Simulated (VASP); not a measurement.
Here is a VASP 6.6.1 calculation.

INCAR

```
PREC     = Accurate       # precision mode
ENCUT    = 520            # plane-wave cutoff, eV
EDIFF    = 1E-6           # SCF threshold, eV
ISMEAR   = -1             # smearing method
SIGMA    = 0.02           # smearing width, eV
LREAL    = F              # projectors in reciprocal space
LASPH    = T              # aspherical terms in the spheres
NELM     = 60             # most SCF steps
ALGO     = Normal         # electronic algorithm
ISIF     = 2              # what is computed and relaxed
LWAVE    = F              # write WAVECAR
LCHARG   = F              # write CHGCAR
GGA      = PE             # functional
NBANDS   = 16             # bands
```

Contents of KPOINTS:

```
regular mesh
0
Gamma
  8 8 8
```

File POSCAR:

```
AgCl
1.0
    0.0000000000      2.6622564615      2.6622564615
    2.6622564615      0.0000000000      2.6622564615
    2.6622564615      2.6622564615      0.0000000000
Ag Cl
1 1
Direct
    0.0000000000      0.0000000000      0.0000000000
    0.5000000000      0.5000000000      0.5000000000
```

Potentials or basis: VASP PAW PBE potentials, release 64 (Ag, Cl).

Command:

```console
$ cat potpaw_PBE.64/Ag/POTCAR potpaw_PBE.64/Cl/POTCAR > POTCAR
$ mpirun -np 1 vasp_std > vasp.out
```

Task: What does it give for the band gap on the k mesh?

Result: 0.91 eV (least direct gap 3.64 eV).

Task: Predict the pressure.

Result: 9.8 GPa.

Caveat: the cell differs from its parent crystal (strain -4.0%); the cell stands under pressure. A k mesh can miss the band edges.
